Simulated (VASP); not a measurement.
# Si (Fm-3m) in VASP: a series of runs

Runs on Si. Level: revPBE. Tasks: single point, relaxation of cell and atoms.

All numbers are computed with VASP 6.6.1; they aren't measurements. Logs are shortened: lines on timing, memory, paths and dates and some standing lists are left out, and cuts for length are marked.

### 1 The cell of the first run

The structure is cubic, space group Fm-3m (No. 225). Conventional cell: a = 3.928 Å, b = 3.928 Å, c = 3.928 Å, α = 90.00°, β = 90.00°, γ = 90.00°. Within 3.7 Å of Si (site symmetry m-3m) lie 12 Si at 2.78 Å.

### 2 Single point, revPBE (volume scaled by 1.04)

Contents of INCAR:

```
PREC     = Accurate       # precision mode
ENCUT    = 500            # plane-wave cutoff, eV
EDIFF    = 1E-6           # SCF threshold, eV
ISMEAR   = -1             # smearing method
SIGMA    = 0.1            # smearing width, eV
LREAL    = False          # projectors in reciprocal space
LASPH    = True           # aspherical terms in the spheres
NELM     = 120            # most SCF steps
ALGO     = Normal         # electronic algorithm
ISIF     = 2              # what is computed and relaxed
LWAVE    = False          # write WAVECAR
LCHARG   = True           # write CHGCAR
GGA      = RE             # functional
LELF     = True           # ELF
LVHAR    = True         
NBANDS   = 8              # bands
GGA_COMPAT= False
```

Contents of KPOINTS:

```
regular mesh
0
Gamma
  16 16 16
```

Contents of POSCAR:

```
Si
1.0
    0.0000000000      1.9641418377      1.9641418377
    1.9641418377      0.0000000000      1.9641418377
    1.9641418377      1.9641418377      0.0000000000
Si
1
Direct
    0.0000000000      0.0000000000      0.0000000000
```

Potentials or basis: VASP PAW PBE potentials, release 64 (Si).

Run with:

```sh
cat potpaw_PBE.64/Si/POTCAR > POTCAR
mpirun -np 1 vasp_std > vasp.out
```

OUTCAR:

```text
PREC = Accurate
   ENCUT = 500
   EDIFF = 1E-6
   ISMEAR = -1
   LREAL = False
   LASPH = True
   NELM = 120
   ISIF = 2
   GGA = RE

 ion  position               nearest neighbor table
   1  0.000  0.000  0.000-

  LATTYP: Found a face centered cubic cell.
 ALAT       =     3.9282836754

  Lattice vectors:

 A1 = (   0.0000000000,   1.9641418377,   1.9641418377)
 A2 = (   1.9641418377,   0.0000000000,   1.9641418377)
 A3 = (   1.9641418377,   1.9641418377,   0.0000000000)

Analysis of symmetry for initial positions (statically):
=====================================================================
 Subroutine PRICEL returns:
 Original cell was already a primitive cell.

 Routine SETGRP: Setting up the symmetry group for a
 face centered cubic supercell.

 Subroutine GETGRP returns: Found 48 space group operations
 (whereof 48 operations were pure point group operations)
 out of a pool of 48 trial point group operations.

The static configuration has the point symmetry O_h .

Analysis of symmetry for dynamics (positions and initial velocities):
=====================================================================
 Subroutine PRICEL returns:
 Original cell was already a primitive cell.

 Routine SETGRP: Setting up the symmetry group for a
 face centered cubic supercell.

 Subroutine GETGRP returns: Found 48 space group operations
 (whereof 48 operations were pure point group operations)
 out of a pool of 48 trial point group operations.

The dynamic configuration has the point symmetry O_h .

 Subroutine INISYM returns: Found 48 space group operations
 (whereof 48 operations are pure point group operations),
 and found     1 'primitive' translations

----------------------------------------------------------------------------------------

                                     Primitive cell

  volume of cell :      15.1547

  direct lattice vectors                    reciprocal lattice vectors
     0.000000000  1.964141838  1.964141838    -0.254564100  0.254564100  0.254564100
     1.964141838  0.000000000  1.964141838     0.254564100 -0.254564100  0.254564100
     1.964141838  1.964141838  0.000000000     0.254564100  0.254564100 -0.254564100

  length of vectors
     2.777716025  2.777716025  2.777716025     0.440917956  0.440917956  0.440917956

  position of ions in fractional coordinates (direct lattice)
     0.000000000  0.000000000  0.000000000
[... 75 lines left out ...]
   NELM   =    120;   NELMIN=  2; NELMDL= -5     # of ELM steps
   EDIFF  = 0.1E-05   stopping-criterion for ELM
   LREAL  =      F    real-space projection
   EDIFFG = 0.1E-04   stopping-criterion for IOM
   NSW    =      0    number of steps for IOM
   IBRION =     -1    ionic relax: 0-MD 1-quasi-New 2-CG
   NFREE  =      0    steps in history (QN), initial steepest desc. (CG)
   ISIF   =      2    stress and relaxation
   ISYM   =      2    0-nonsym 1-usesym 2-fastsym
   POTIM  = 0.5000    time-step for ionic-motion
   TEBEG  =    0.0;   TEEND  =   0.0 temperature during run
   PSTRESS=    0.0 pullay stress
   NELECT =       4.0000    total number of electrons
   NUPDOWN=      -1.0000    fix difference up-down
   EMIN   =  10.00;   EMAX   =-10.00  energy-range for DOS
   EFERMI =   0.00;   METHOD = LEGACY
   ISMEAR =    -1;   SIGMA  =   0.10  broadening in eV -4-tet -1-fermi 0-gaus
   EFERMI_NEDOS =   21; number of points for ismear=-14 and -15
   IALGO  =     38    algorithm
   IMIX   =      4    mixing-type and parameters
     AMIX     =   0.40;   BMIX     =  1.00
     AMIX_MAG =   1.60;   BMIX_MAG =  1.00
  volume/ion in A,a.u.               =      15.15       102.27
  Fermi-wavevector in a.u.,A,eV,Ry     =   1.050135  1.984468 15.004293  1.102784
  Thomas-Fermi vector in A             =   2.185126
   LORBIT       =      0    0 simple, 1 ext, 2 COOP (PROOUT), +10 PAW based schemes
   GGA     = RE    functional components
   LHFCALC =     F    Hartree Fock is set to
   AEXX    =    0.0000 exact exchange contribution
   IVDW    =     0    specifies the selected vdW correction
   LEPSILON=     F    determine dielectric tensor
   LRPA    =     F    only Hartree local field effects (RPA)
 non-spin polarized calculation
  energy-cutoff  :      500.00
  volume of cell :       15.15
 maximum number of plane-waves:       396
   NGX = 11   NGY = 11   NGZ = 11

 number of electron       4.0000000 magnetization

 Free energy of the ion-electron system (eV)
  ---------------------------------------------------
  ext. energy  EPLUGINS =         0.00000000
  ---------------------------------------------------
  free energy    TOTEN  =        -4.65652248 eV

  energy without entropy =       -4.63962705  energy(sigma->0) =       -4.64807477

 E-fermi :   9.6573     XC(G=0): -11.0013

 val. band max:        9.6457747620   @ k =  -0.2500   0.4375   0.1875
 cond. band min:       9.6681831779   @ k =  -0.2500   0.1250   0.0000
 fundamental gap:      0.0224084160
 Fermi energy:         9.6572897306

 k-point     1 :       0.0000    0.0000    0.0000
  band No.  band energies     occupation
      1      -4.4064      2.00000
      2      20.2839      0.00000
      3      20.2839      0.00000
      4      20.2839      0.00000
      5      21.3298      0.00000
      6      21.3298      0.00000
      7      21.3298      0.00000
      8      26.5624      0.00000
[... 243 lines left out ...]
 k-point    24 :      -0.0625    0.0625    0.0000
  band No.  band energies     occupation
      1      -4.1124      2.00000
      2      17.6282      0.00000
      3      17.7812      0.00000
      4      20.3471      0.00000
      5      21.6138      0.00000
      6      22.5362      0.00000
      7      23.3578      0.00000
      8      26.1903      0.00000

 [... further k-points ...]

------------------------ aborting loop because EDIFF is reached ----------------------------------------

  FORCE on cell =-STRESS in cart. coord.  units (eV):
  Direction    XX          YY          ZZ          XY          YZ          ZX
  --------------------------------------------------------------------------------------
  -------------------------------------------------------------------------------------
  Total       -0.2942674     -0.2942674     -0.2942674      0.0000000      0.0000000     -0.0000000
  in kB      -31.1103027    -31.1103027    -31.1103027      0.0000000      0.0000000     -0.0000000
  external PRESSURE =     -31.1103027 kB  Pullay stress =       0.0000000 kB

 VOLUME and BASIS-vectors are now :
 -----------------------------------------------------------------------------
  energy-cutoff  :      500.00
  volume of cell :       15.15
      direct lattice vectors                 reciprocal lattice vectors
     0.000000000  1.964141838  1.964141838    -0.254564100  0.254564100  0.254564100
     1.964141838  0.000000000  1.964141838     0.254564100 -0.254564100  0.254564100
     1.964141838  1.964141838  0.000000000     0.254564100  0.254564100 -0.254564100

 POSITION                                       TOTAL-FORCE (eV/Angst)
 -----------------------------------------------------------------------------------
      0.00000      0.00000      0.00000         0.000000      0.000000     -0.000000
 -----------------------------------------------------------------------------------
    total drift:                                0.000000      0.000000     -0.000000

  FREE ENERGIE OF THE ION-ELECTRON SYSTEM (eV)
  ---------------------------------------------------
  free  energy   TOTEN  =        -4.6565224841 eV

  energy  without entropy=       -4.6396270498  energy(sigma->0) =       -4.64807477
```

stdout:

```text
POSCAR found type information on POSCAR Si
 POSCAR found :  1 types and       1 ions
 scaLAPACK will be used
 -----------------------------------------------------------------------------
|                                                                             |
|                                                                             |
|     You enforced a specific xc type in the INCAR file but a different       |
|     I HOPE YOU KNOW WHAT YOU ARE DOING!                                     |
|                                                                             |
 -----------------------------------------------------------------------------

 LDA part: xc-table for (Slater+PW92), standard interpolation
 POSCAR, INCAR and KPOINTS ok, starting setup
 FFT: planning ... GRIDC
 FFT: planning ... GRID_SOFT
 FFT: planning ... GRID
 WAVECAR not read
 entering main loop
```

Wall time 18 s (1 thread of Intel Xeon 8259CL, shared host); peak memory 0.12 GiB.

Results:

```yaml
Free_energy: -4.6565 eV
Pressure: -3.1 GPa
Band_gap_on_the_k_mesh: zero (band 2 reaches 20.28 eV, above the bottom of band 3 at 6.67 eV)
```

Caveat: the PAW data sets were made with another functional, which shifts forces and pressure a little.

### 3 Single point, revPBE (volume scaled by 1.08)

Contents of INCAR:

```
ALGO = Normal
EDIFF = 1E-6
ENCUT = 500
GGA = RE
GGA_COMPAT = F
ISIF = 2
ISMEAR = -1
LASPH = T
LCHARG = T
LELF = T
LREAL = F
LVHAR = T
LWAVE = F
NBANDS = 8
NELM = 120
PREC = Accurate
SIGMA = 0.1
```

Contents of KPOINTS:

```
k-points
0
Gamma
  16 16 16
```

Contents of POSCAR:

```
Si
1.0
    0.0000000000      1.9890070322      1.9890070322
    1.9890070322      0.0000000000      1.9890070322
    1.9890070322      1.9890070322      0.0000000000
Si
1
Direct
    0.0000000000      0.0000000000      0.0000000000
```

Potentials or basis: VASP PAW PBE potentials, release 64 (Si).

Run with:

```sh
cat potpaw_PBE.64/Si/POTCAR > POTCAR
mpirun -np 1 vasp_std > vasp.out
```

Run time: 22 s. Hardware: 1 thread of Intel Xeon 8259CL, shared host; peak memory 0.14 GiB.

Results (log left out):

```yaml
Free_energy: -4.6408 eV
Pressure: -5.5 GPa
Band_gap_on_the_k_mesh: zero (band 2 reaches 19.37 eV, above the bottom of band 3 at 6.32 eV)
```

Levels at points of the mesh, in eV from the Fermi level:
```tsv
k point	band 1	band 2	band 3	band 4	band 5	band 6	band 7
(0.00, 0.00, 0.00)	-13.72	10.20	10.20	10.20	11.54	11.54	11.54
(0.50, 0.00, 0.00)	-7.39	-6.46	7.84	7.84	10.54	10.54	12.38
(0.50, 0.50, 0.00)	-4.99	-4.50	2.95	2.95	4.47	6.33	23.36
```

Caveat: the PAW data sets were made with another functional, which shifts forces and pressure a little.

[end of part 1 of 2]
